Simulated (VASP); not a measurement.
# H6C3F4 in VASP: notebook, part 2 of 2

VASP 6.6.1.

### Step 4. Single point, r2SCAN+D3(BJ)

File POSCAR:

```
H6C3F4
1.0
    7.9056630000      0.0000000000      0.0000000000
    0.0000000000      7.9056630000      0.0000000000
    0.0000000000      0.0000000000      7.9056630000
C H F
9 18 12
Direct
    0.8986343081      0.7430496342      0.0366066704
    0.8869085363      0.5919807105      0.1558629555
    0.8751448171      0.3097399927      0.7384200414
    0.7790111974      0.3384029904      0.5761566108
   -0.0377071474      0.8874903977      0.5256611621
    0.1119324211      0.7642622763      0.5227139077
    0.4315261098      0.5899821432      0.9975633922
    0.3503690962      0.0963107079      0.9394531490
    0.3122698248      0.2445841671      0.4016614419
    1.0259987050      0.7379520225     -0.0254374617
    0.8129615441      0.7402668189     -0.0626892393
    0.8728426699      0.8605350367      0.0973605882
    0.7668047576      0.5888184204      0.2275204496
    0.8987987472      0.4636043808      0.0839777764
    0.9949703143      0.5857573236      0.2468230685
    0.9338748692      0.4362315975      0.7712952095
    0.7956827909      0.2824178061      0.8383737076
    0.9791588637      0.2195261802      0.7313112132
    0.6918078851      0.2352111392      0.5388921840
    0.6924150448      0.4442638144      0.5770926486
    0.8643803815      0.3699879441      0.4721552133
   -0.1011553364      0.9112961177      0.6511281849
    0.0032255359      1.0060762772      0.4783027053
   -0.1375343219      0.8475190506      0.4415062974
    0.1733693936      0.7723703882      0.3956277924
    0.2033226056      0.7862718155      0.6240969290
    0.0877472263      0.6294095764      0.5401823984
    0.5081294257      0.7362570350      1.0422655254
    0.3098917826      0.5572081684      1.0997433106
    0.3698488033      0.6002406123      0.8402710816
    0.5451535184      0.4629213261      0.9960707913
    0.4597716852      0.1283130839      1.0579504844
    0.2357044564     -0.0177847196      0.9929337995
    0.2579163822      0.2376018305      0.9132946851
    0.4148418672      0.0447906773      0.7963278981
    0.3891893697      0.0926677497      0.4215965188
    0.1843868123      0.2272674664      0.2887929830
    0.2479994404      0.3012144585      0.5507697457
    0.4216471155      0.3602733888      0.3506600269
```

File INCAR.step1:

```
SYSTEM = H6C3F4
  ALGO = Normal
  EDIFF = 1E-4
  ENCUT = 520
  GGA = PE
  ISMEAR = -1
  LASPH = .True.
  LCHARG = .False.
  LREAL = Auto
  LWAVE = .True.
  NBANDS = 94
  NELM = 60
  PREC = Accurate
  SIGMA = 0.02
```

File INCAR.step2:

```
SYSTEM = H6C3F4
  ALGO = Normal
  EDIFF = 1E-7
  ENCUT = 520
  ISIF = 2
  ISMEAR = -1
  ISTART = 1
  IVDW = 12
  LASPH = .True.
  LCHARG = .False.
  LMIXTAU = .True.
  LREAL = Auto
  LWAVE = .False.
  METAGGA = R2SCAN
  NBANDS = 94
  NELM = 60
  PREC = Accurate
  SIGMA = 0.02
  VDW_A1 = 0.49484001
  VDW_A2 = 5.73083694
  VDW_S6 = 1.0
  VDW_S8 = 0.78981345
```

File KPOINTS:

```
k-points
0
Gamma
  1 1 1
  0 0 0
```

Command:

```
> cat potpaw_PBE.64/C/POTCAR potpaw_PBE.64/H/POTCAR potpaw_PBE.64/F/POTCAR > POTCAR
> cp INCAR.step1 INCAR
> mpirun -np 1 vasp_gam > vasp.out
> cp INCAR.step2 INCAR
> mpirun -np 1 vasp_gam > vasp.out
```

It took 3.2 min on 1 thread of Intel Xeon 6975P-C (Granite Rapids), shared host; peak memory 0.54 GiB.

It converged, with:

- Free energy: -222.2283 eV
- Pressure: -0.2 GPa
- Largest force: 2.984 eV/Å
- Band gap on the k mesh: 7.18 eV
- Dispersion energy per atom: -0.016 eV

Forces on the atoms (eV/Å):
```
C    2.195 -1.147  0.430
C    0.349 -1.839 -0.254
C    1.643  2.251 -1.051
C   -0.553 -0.513 -0.929
C   -0.546 -0.848  1.188
C    0.392 -0.185 -0.343
C    1.456  0.044 -1.501
C   -2.934  0.534  0.108
C   -0.684 -0.220  0.594
H   -0.696  0.518  0.498
H   -1.502 -0.489 -1.547
H    0.369  0.868  0.642
H    0.441 -0.039 -0.169
H   -0.349  1.720  0.779
H   -0.735  0.331 -0.395
H   -0.185 -0.999 -0.080
H   -1.340 -0.737  1.753
H   -0.234 -0.115 -0.156
H    0.745 -0.107  0.035
H   -0.111  0.605  0.602
H    0.016 -0.382 -0.139
H    0.756 -0.384 -0.729
H    0.344  1.103 -0.238
H   -0.307 -0.292 -0.325
H   -0.031  0.098  0.812
H    0.173  0.542 -0.260
H   -0.766 -0.011 -0.057
F   -0.252 -0.533 -0.258
F   -1.397 -0.276  1.450
F    0.042  0.514 -0.154
F    0.024  0.404  0.330
F    1.239 -0.263  0.457
F    0.434 -0.565  0.209
F    0.385  0.401 -0.340
F    0.918 -0.198 -0.459
F   -0.499  1.017 -0.001
F    0.737  0.127  0.567
F    0.195 -0.755 -0.686
F    0.268 -0.183 -0.381
```

Stress tensor (GPa, compression positive):
```
-0.08  1.11 -0.16
 1.11 -1.09 -0.85
-0.16 -0.85  0.62
```

Levels at points of the mesh, in eV from the valence-band top:
```
           k point  band 67  band 68  band 69  band 70  band 71  band 72
(0.00, 0.00, 0.00)    -0.30    -0.11     0.00     7.18     8.81     9.05
```

Caveat: the k points lie up to 0.79 Å⁻¹ apart; the PAW data sets were made with another functional, which shifts forces and pressure a little.

### Step 5. Single point, r2SCAN+D3(BJ)

File POSCAR:

```
H6C3F4
1.0
    7.9056630000      0.0000000000      0.0000000000
    0.0000000000      7.9056630000      0.0000000000
    0.0000000000      0.0000000000      7.9056630000
C H F
9 18 12
Direct
    0.9011135435      0.7499307775      0.0476873350
    0.8910574610      0.5867819056      0.1470211923
    0.8860104459      0.3316230403      0.7319310221
    0.7713837536      0.3306743533      0.5784587580
   -0.0391491517      0.8893751226      0.5122909995
    0.1050765761      0.7615300576      0.5393096063
    0.4276048701      0.5909940760      0.9988915541
    0.3588566829      0.0996121388      0.9482316663
    0.3270313951      0.2387655532      0.4002826834
    1.0236965578      0.7991613101      0.0267656236
    0.8511114122      0.7241897359     -0.0812582069
    0.8277610619      0.8542610531      0.1002825443
    0.7683353060      0.5682002888      0.2044736792
    0.9108786954      0.4838177393      0.0635367331
    0.9864700785      0.5713752281      0.2448118520
    0.9034030416      0.4610239521      0.7592658579
    0.8385634450      0.2747271165      0.8473925590
    1.0047481154      0.2729056374      0.7096937980
    0.7422653862      0.2072944420      0.5305184398
    0.6621709020      0.4079227764      0.6146480061
    0.8302402974      0.4063036838      0.4776070015
   -0.1443648686      0.8949787007      0.6008604212
    0.0394400824      1.0140452483      0.5112284700
   -0.0859763438      0.8787371787      0.3769829298
    0.1892820374      0.7726613189      0.4223554685
    0.2022600761      0.7932920996      0.6342542049
    0.0470675262      0.6364804571      0.5569172377
    0.5011976858      0.7446434284      1.0328924974
    0.2973438154      0.5611041098      1.1054354328
    0.3749084675      0.6004177006      0.8400686951
    0.5409666463      0.4700807510      1.0140958450
    0.4681580786      0.1285281197      1.0754948699
    0.2566894137     -0.0239701591      0.9923139906
    0.2696421540      0.2399166269      0.9210739188
    0.4319435321      0.0622591679      0.8045119049
    0.4095671672      0.0910360080      0.4102375727
    0.1946073340      0.2317705675      0.2845555142
    0.2580808213      0.2765232973      0.5499475503
    0.4363327908      0.3567948697      0.3461569257
```

File INCAR.step1:

```
SYSTEM = H6C3F4
  ALGO = Normal
  EDIFF = 1E-4
  ENCUT = 520
  GGA = PE
  ISMEAR = -1
  LASPH = .TRUE.
  LCHARG = .FALSE.
  LREAL = Auto
  LWAVE = .TRUE.
  NBANDS = 94
  NELM = 100
  PREC = Accurate
  SIGMA = 0.02
```

File INCAR.step2:

```
SYSTEM = H6C3F4
  ALGO = Normal
  EDIFF = 1E-6
  ENCUT = 520
  ISIF = 2
  ISMEAR = -1
  ISTART = 1
  IVDW = 12
  LASPH = .TRUE.
  LCHARG = .FALSE.
  LMIXTAU = .TRUE.
  LREAL = Auto
  LWAVE = .FALSE.
  METAGGA = R2SCAN
  NBANDS = 94
  NELM = 100
  PREC = Accurate
  SIGMA = 0.02
  VDW_A1 = 0.49484001
  VDW_A2 = 5.73083694
  VDW_S6 = 1.0
  VDW_S8 = 0.78981345
```

File KPOINTS:

```
k-points
0
G
  1 1 1
  0 0 0
```

Command:

```
> cat potpaw_PBE.64/C/POTCAR potpaw_PBE.64/H/POTCAR potpaw_PBE.64/F/POTCAR > POTCAR
> cp INCAR.step1 INCAR
> mpirun -np 1 vasp_gam > vasp.out
> cp INCAR.step2 INCAR
> mpirun -np 1 vasp_gam > vasp.out
```

It took 2.6 min on 1 thread of Intel Xeon 6975P-C (Granite Rapids), shared host; peak memory 0.54 GiB.

The run converged. Its results:

```
Free energy                : -221.9766 eV
Pressure                   : -0.3 GPa
Largest force              : 3.392 eV/Å
Band gap on the k mesh     : 7.04 eV
Dispersion energy per atom : -0.016 eV
```

Forces on the atoms (eV/Å):
```
C   -1.274 -0.127 -0.914
C    0.263  0.381  0.612
C   -0.416 -0.519 -0.117
C    0.150  1.140  0.335
C    2.202  2.020 -1.606
C    0.383  0.089 -1.167
C   -0.087  1.261  0.278
C   -0.354  0.841  0.539
C   -0.785  0.086 -1.059
H    1.253  0.097  0.043
H   -0.004  0.325  0.485
H   -0.151 -0.074  0.109
H   -0.258  0.042  0.166
H    0.133 -0.989 -0.675
H    0.080  0.315  0.232
H    0.640  1.281  0.558
H   -0.571 -0.274  0.024
H    0.916 -0.285 -0.265
H   -0.440 -0.471 -0.173
H   -0.460 -0.552 -0.292
H    0.071 -0.355 -0.003
H    0.214 -0.109  0.172
H   -1.756 -0.996  0.175
H    0.124 -0.046  1.369
H   -1.072 -0.741  0.735
H   -0.928 -0.114  0.452
H    0.846 -0.089 -0.080
F   -0.443 -1.117  0.371
F    0.688  0.467 -0.663
F   -0.433 -0.306 -0.212
F    0.278 -0.267  0.066
F    0.149 -0.262 -0.728
F   -0.560 -0.579  0.302
F   -0.378  0.496  0.251
F    1.169 -0.514 -0.574
F   -0.647  0.371 -0.027
F    1.384 -0.278  1.041
F    0.592  0.119 -0.375
F   -0.516 -0.270  0.614
```

Stress tensor (GPa, compression positive):
```
-0.66 -0.75 -0.10
-0.75  0.44  0.67
-0.10  0.67 -0.75
```

Levels at points of the mesh, in eV from the valence-band top:
| k point | band 66 | band 67 | band 68 | band 69 | band 70 | band 71 | band 72 | band 73 |
| --- | --- | --- | --- | --- | --- | --- | --- | --- |
| (0.00, 0.00, 0.00) | -0.52 | -0.38 | -0.29 | 0.00 | 7.04 | 8.74 | 8.90 | 9.01 |

Caveat: the k points lie up to 0.79 Å⁻¹ apart; the PAW data sets were made with another functional, which shifts forces and pressure a little.

### Step 6. Overview

```tsv
cell	gap on the mesh (eV)	pressure (GPa)	largest force (eV/Å)
as given, atomic positions A	7.52	0.6	0.62
as given, atomic positions B	7.42	0.6	2.22
as given, atomic positions C	7.18	-0.2	2.98
as given, atomic positions D	7.04	-0.3	3.39
```

Alike in all rows: task single point; level r2SCAN+D3(BJ); potentials or basis VASP PAW PBE potentials, release 64 (C, H, F); no spin polarisation; k mesh 1 × 1 × 1; cutoff (eV) 520; smearing fermi-dirac 0.02 eV.

Caveats: all runs use coarse meshes; the PAW data sets were made with another functional, which shifts forces and pressure a little.

Total energies depend on the potentials used, so only differences within one code and one set of settings carry meaning.
